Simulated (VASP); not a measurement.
# BAs (F-43m) in VASP: settings compared, part 3 of 3

VASP 6.6.1. Earlier steps stand in the parts before.

### Step 4. Single point, r2SCAN

The input, POSCAR:

```
BAs
1.0
    0.0000000000      2.3918698977      2.3918698977
    2.3918698977      0.0000000000      2.3918698977
    2.3918698977      2.3918698977      0.0000000000
B As
1 1
Direct
    0.0000000000      0.0000000000      0.0000000000
    0.2500000000      0.2500000000      0.2500000000
```

The input, INCAR.step1:

```
PREC     = Accurate       # precision mode
ENCUT    = 550            # plane-wave cutoff, eV
ISMEAR   = 0              # smearing method
SIGMA    = 0.01           # smearing width, eV
LREAL    = False          # projectors in reciprocal space
LASPH    = True           # aspherical terms in the spheres
NELM     = 120            # most SCF steps
NBANDS   = 11             # bands
GGA      = PE             # functional
ALGO     = Normal         # electronic algorithm
EDIFF    = 1E-5           # SCF threshold, eV
LWAVE    = True           # write WAVECAR
LCHARG   = False          # write CHGCAR
GGA_COMPAT= False
```

The input, INCAR.step2:

```
PREC     = Accurate       # precision mode
ENCUT    = 550            # plane-wave cutoff, eV
EDIFF    = 1E-6           # SCF threshold, eV
ISMEAR   = 0              # smearing method
SIGMA    = 0.01           # smearing width, eV
LREAL    = False          # projectors in reciprocal space
LASPH    = True           # aspherical terms in the spheres
NELM     = 120            # most SCF steps
ALGO     = Normal         # electronic algorithm
ISIF     = 2              # what is computed and relaxed
LWAVE    = False          # write WAVECAR
LCHARG   = False          # write CHGCAR
METAGGA  = R2SCAN         # meta-GGA
LMIXTAU  = True         
NBANDS   = 11             # bands
ISTART   = 1            
GGA_COMPAT= False
```

The input, KPOINTS:

```
Automatic mesh
0
Gamma
  6 6 6
```

Potentials or basis: VASP PAW PBE potentials, release 64 (B, As).

Started as:

```console
$ cat potpaw_PBE.64/B/POTCAR potpaw_PBE.64/As/POTCAR > POTCAR
$ cp INCAR.step1 INCAR
$ mpirun -np 1 vasp_std > vasp.out
$ cp INCAR.step2 INCAR
$ mpirun -np 1 vasp_std > vasp.out
```

OUTCAR:

```text
PREC = Accurate
   ENCUT = 550
   EDIFF = 1E-6
   ISMEAR = 0
   LREAL = False
   LASPH = True
   NELM = 120
   ISIF = 2
   METAGGA = R2SCAN
   ISTART = 1

 ion  position               nearest neighbor table
   1  0.000  0.000  0.000-   2 2.07   2 2.07   2 2.07   2 2.07
   2  0.250  0.250  0.250-   1 2.07   1 2.07   1 2.07   1 2.07

  LATTYP: Found a face centered cubic cell.
 ALAT       =     4.7837397954

  Lattice vectors:

 A1 = (   0.0000000000,   2.3918698977,   2.3918698977)
 A2 = (   2.3918698977,   0.0000000000,   2.3918698977)
 A3 = (   2.3918698977,   2.3918698977,   0.0000000000)

Analysis of symmetry for initial positions (statically):
=====================================================================
 Subroutine PRICEL returns:
 Original cell was already a primitive cell.

 Routine SETGRP: Setting up the symmetry group for a
 face centered cubic supercell.

 Subroutine GETGRP returns: Found 24 space group operations
 (whereof 24 operations were pure point group operations)
 out of a pool of 48 trial point group operations.

The static configuration has the point symmetry T_d .

Analysis of symmetry for dynamics (positions and initial velocities):
=====================================================================
 Subroutine PRICEL returns:
 Original cell was already a primitive cell.

 Routine SETGRP: Setting up the symmetry group for a
 face centered cubic supercell.

 Subroutine GETGRP returns: Found 24 space group operations
 (whereof 24 operations were pure point group operations)
 out of a pool of 48 trial point group operations.

The dynamic configuration has the point symmetry T_d .

 Subroutine INISYM returns: Found 24 space group operations
 (whereof 24 operations are pure point group operations),
 and found     1 'primitive' translations

----------------------------------------------------------------------------------------

                                     Primitive cell

  volume of cell :      27.3680

  direct lattice vectors                    reciprocal lattice vectors
     0.000000000  2.391869898  2.391869898    -0.209041470  0.209041470  0.209041470
     2.391869898  0.000000000  2.391869898     0.209041470 -0.209041470  0.209041470
     2.391869898  2.391869898  0.000000000     0.209041470  0.209041470 -0.209041470

  length of vectors
     3.382614849  3.382614849  3.382614849     0.362070447  0.362070447  0.362070447

  position of ions in fractional coordinates (direct lattice)
     0.000000000  0.000000000  0.000000000
     0.250000000  0.250000000  0.250000000

  ion indices of the primitive-cell ions
   primitive index   ion index
                 1           1
                 2           2

----------------------------------------------------------------------------------------

 KPOINTS: Automatic mesh

Automatic generation of k-mesh.
 Grid dimensions read from file:
 generate k-points for:    6    6    6

 Generating k-lattice:

  Cartesian coordinates                     Fractional coordinates (reciprocal lattice)
    -0.034840245  0.034840245  0.034840245     0.166666667  0.000000000  0.000000000
     0.034840245 -0.034840245  0.034840245     0.000000000  0.166666667  0.000000000
     0.034840245  0.034840245 -0.034840245     0.000000000  0.000000000  0.166666667

  Length of vectors
     0.060345075  0.060345075  0.060345075

  Shift w.r.t. Gamma in fractional coordinates (k-lattice)
     0.000000000  0.000000000  0.000000000

 Subroutine IBZKPT returns following result:
 ===========================================

 Found     16 irreducible k-points:

 Following reciprocal coordinates:
            Coordinates               Weight
  0.000000  0.000000  0.000000      1.000000
  0.166667  0.000000  0.000000      8.000000
  0.333333  0.000000  0.000000      8.000000
  0.500000  0.000000  0.000000      4.000000
  0.166667  0.166667  0.000000      6.000000
  0.333333  0.166667  0.000000     24.000000
[... 8 lines left out ...]
 -0.333333  0.333333  0.166667     24.000000
 -0.333333  0.500000  0.166667     12.000000
   k-points           NKPTS =     16   k-points in BZ     NKDIM =     16   number of bands    NBANDS=     11
   number of dos      NEDOS =    301   number of ions     NIONS =      2
   total plane-waves  NPLWV =  21952
   dimension x,y,z NGX =    28 NGY =   28 NGZ =   28
   dimension x,y,z NGXF=    56 NGYF=   56 NGZF=   56
   ions per type =               1   1
   NGX,Y,Z   is equivalent  to a cutoff of  13.76, 13.76, 13.76 a.u.
   NGXF,Y,Z  is equivalent  to a cutoff of  27.52, 27.52, 27.52 a.u.
 SYSTEM =  unknown system
   PREC   = accura    normal or accurate (medium, high low for compatibility)
   ISTART =      1    job   : 0-new  1-cont  2-samecut
   ICHARG =      0    charge: 1-file 2-atom 10-const
   ISPIN  =      1    spin polarized calculation?
   LNONCOLLINEAR =      F non collinear calculations
   LSORBIT =      F    spin-orbit coupling
   LASPH  =      T    aspherical Exc in radial PAW
   ENCUT  =  550.0 eV  40.42 Ry    6.36 a.u.   6.47  6.47  6.47*2*pi/ulx,y,z
   NELM   =    120;   NELMIN=  2; NELMDL=  0     # of ELM steps
   EDIFF  = 0.1E-05   stopping-criterion for ELM
   LREAL  =      F    real-space projection
   EDIFFG = 0.1E-04   stopping-criterion for IOM
   NSW    =      0    number of steps for IOM
   IBRION =     -1    ionic relax: 0-MD 1-quasi-New 2-CG
   NFREE  =      0    steps in history (QN), initial steepest desc. (CG)
   ISIF   =      2    stress and relaxation
   ISYM   =      2    0-nonsym 1-usesym 2-fastsym
   POTIM  = 0.5000    time-step for ionic-motion
   TEBEG  =    0.0;   TEEND  =   0.0 temperature during run
   PSTRESS=    0.0 pullay stress
   NELECT =       8.0000    total number of electrons
   NUPDOWN=      -1.0000    fix difference up-down
   EMIN   =  10.00;   EMAX   =-10.00  energy-range for DOS
   EFERMI =   0.00;   METHOD = LEGACY
   ISMEAR =     0;   SIGMA  =   0.01  broadening in eV -4-tet -1-fermi 0-gaus
   EFERMI_NEDOS =   21; number of points for ismear=-14 and -15
   IALGO  =     38    algorithm
   IMIX   =      4    mixing-type and parameters
     AMIX     =   0.40;   BMIX     =  1.00
     AMIX_MAG =   1.60;   BMIX_MAG =  1.00
  volume/ion in A,a.u.               =      13.68        92.34
  Fermi-wavevector in a.u.,A,eV,Ry     =   1.086486  2.053160 16.061008  1.180451
  Thomas-Fermi vector in A             =   2.222623
   LORBIT       =      0    0 simple, 1 ext, 2 COOP (PROOUT), +10 PAW based schemes
   METAGGA = R2SCAN    functional components
   LHFCALC =     F    Hartree Fock is set to
   AEXX    =    0.0000 exact exchange contribution
   IVDW    =     0    specifies the selected vdW correction
   LEPSILON=     F    determine dielectric tensor
   LRPA    =     F    only Hartree local field effects (RPA)
 non-spin polarized calculation
 Gauss-broadening in eV      SIGMA  =   0.01
  energy-cutoff  :      550.00
  volume of cell :       27.37
 maximum number of plane-waves:       821
 NGX is ok and might be reduce to    28
   NGX = 13   NGY = 13   NGZ = 13

 number of electron       8.0000000 magnetization

 Free energy of the ion-electron system (eV)
  ---------------------------------------------------
  ext. energy  EPLUGINS =         0.00000000
  ---------------------------------------------------
  free energy    TOTEN  =       -22.23828386 eV

  energy without entropy =      -22.23828386  energy(sigma->0) =      -22.23828386

 E-fermi :   6.1175     XC(G=0): -11.1114

 val. band max:        5.9815324926   @ k =   0.0000   0.0000   0.0000
 cond. band min:       7.4487601328   @ k =   0.3333   0.3333   0.0000
 fundamental gap:      1.4672276403
 Fermi energy:         6.1175166884

 k-point     1 :       0.0000    0.0000    0.0000
  band No.  band energies     occupation
      1     -10.1372      2.00000
      2       5.9815      2.00000
      3       5.9815      2.00000
      4       5.9815      2.00000
      5       9.4205      0.00000
      6       9.4205      0.00000
      7       9.4205      0.00000
      8      11.0785      0.00000
      9      16.3326      0.00000
     10      19.4020      0.00000
     11      19.4020      0.00000
[... 197 lines left out ...]
 k-point    16 :      -0.3333    0.5000    0.1667
  band No.  band energies     occupation
      1      -5.5788      2.00000
      2      -2.7404      2.00000
      3       0.6064      2.00000
      4       0.8103      2.00000
      5      10.0547      0.00000
      6      10.3117      0.00000
      7      15.1358      0.00000
      8      15.4394      0.00000
      9      19.1099      0.00000
     10      22.4770      0.00000
     11      22.6755      0.00000

------------------------ aborting loop because EDIFF is reached ----------------------------------------

  FORCE on cell =-STRESS in cart. coord.  units (eV):
  Direction    XX          YY          ZZ          XY          YZ          ZX
  --------------------------------------------------------------------------------------
  -------------------------------------------------------------------------------------
  Total        0.0493856      0.0493856      0.0493856     -0.0000000     -0.0000000     -0.0000000
  in kB        2.8911340      2.8911340      2.8911340     -0.0000000     -0.0000000     -0.0000000
  external PRESSURE =       2.8911340 kB  Pullay stress =       0.0000000 kB

 VOLUME and BASIS-vectors are now :
 -----------------------------------------------------------------------------
  energy-cutoff  :      550.00
  volume of cell :       27.37
      direct lattice vectors                 reciprocal lattice vectors
     0.000000000  2.391869898  2.391869898    -0.209041470  0.209041470  0.209041470
     2.391869898  0.000000000  2.391869898     0.209041470 -0.209041470  0.209041470
     2.391869898  2.391869898  0.000000000     0.209041470  0.209041470 -0.209041470

 POSITION                                       TOTAL-FORCE (eV/Angst)
 -----------------------------------------------------------------------------------
      0.00000      0.00000      0.00000        -0.000000     -0.000000     -0.000000
      1.19593      1.19593      1.19593         0.000000      0.000000      0.000000
 -----------------------------------------------------------------------------------
    total drift:                               -0.000000     -0.000000     -0.000000

  FREE ENERGIE OF THE ION-ELECTRON SYSTEM (eV)
  ---------------------------------------------------
  free  energy   TOTEN  =       -22.2382838632 eV

  energy  without entropy=      -22.2382838632  energy(sigma->0) =      -22.23828386
```

It used 45 s of CPU time on 1 thread of AMD EPYC 7R13 Processor (Zen 3), with other jobs on the host.

What came out:

```yaml
Free_energy: -22.2383 eV
Pressure: 0.3 GPa
Band_gap_on_the_k_mesh: 1.47 eV, indirect (least direct gap 3.44 eV)
```

Caveat: the PAW data sets were made with another functional, which shifts forces and pressure a little.

### Step 5. Single point, PBEsol

The input, INCAR:

```
  ALGO = Normal
  EDIFF = 1E-6
  ENCUT = 500
  GGA = PS
  GGA_COMPAT = False
  ISIF = 2
  ISMEAR = 0
  ISYM = 0
  LASPH = True
  LCHARG = False
  LREAL = False
  LWAVE = False
  NBANDS = 11
  NELM = 120
  PREC = Accurate
  SIGMA = 0.01
```

The input, KPOINTS:

```
Automatic mesh
0
Gamma
  6 6 6
  0.5 0.5 0.5
```

POSCAR is that of step 4.

Started as:

```console
$ cat potpaw_PBE.64/B/POTCAR potpaw_PBE.64/As/POTCAR > POTCAR
$ mpirun -np 1 vasp_std > vasp.out
```

It used 180 s of CPU time on 1 thread of AMD EPYC 7R13 Processor (Zen 3) (shared host).

It converged, with:

| Quantity | Value |
| --- | --- |
| Free energy | -12.2039 eV |
| Pressure | -0.5 GPa |
| Band gap on the k mesh | 1.61 eV, indirect (least direct gap 3.60 eV) |

Levels at points of the mesh, in eV from the valence-band top:
| k point | band 1 | band 2 | band 3 | band 4 | band 5 | band 6 | band 7 | band 8 |
| --- | --- | --- | --- | --- | --- | --- | --- | --- |
| (0.08, 0.08, 0.08) | -15.06 | -0.83 | 0.00 | 0.00 | 3.60 | 3.74 | 3.74 | 5.48 |

Caveat: the PAW data sets were made with another functional, which shifts forces and pressure a little. As with any semilocal functional, this PBEsol gap is likely too small.

### Step 6. The runs side by side

| level | k mesh | cutoff (eV) | gap on the mesh (eV) | pressure (GPa) |
| --- | --- | --- | --- | --- |
| PBEsol | 6 × 6 × 6 | 500 | 1.18 | -0.5 |
| PBEsol+D4 | 6 × 6 × 6 | 500 | 1.18 | -3.0 |
| r2SCAN | 6 × 6 × 6 | 550 | 1.47 | 0.3 |
| PBEsol | 6 × 6 × 6, shifted | 500 | 1.61 | -0.5 |

Alike in all rows: task single point; potentials or basis VASP PAW PBE potentials, release 64 (B, As); no spin polarisation; cell as given; smearing gaussian 0.01 eV.

On the cell as given the gap runs from 1.18 eV (PBEsol) to 1.61 eV (PBEsol). The pressure there spans -3.0 GPa (PBEsol+D4) to 0.3 GPa (r2SCAN); a positive pressure means that this level wants a larger cell, a negative one a smaller.

Caveats: the PAW data sets were made with another functional, which shifts forces and pressure a little.

Total energies depend on the potentials used, so only differences within one code and one set of settings carry meaning.
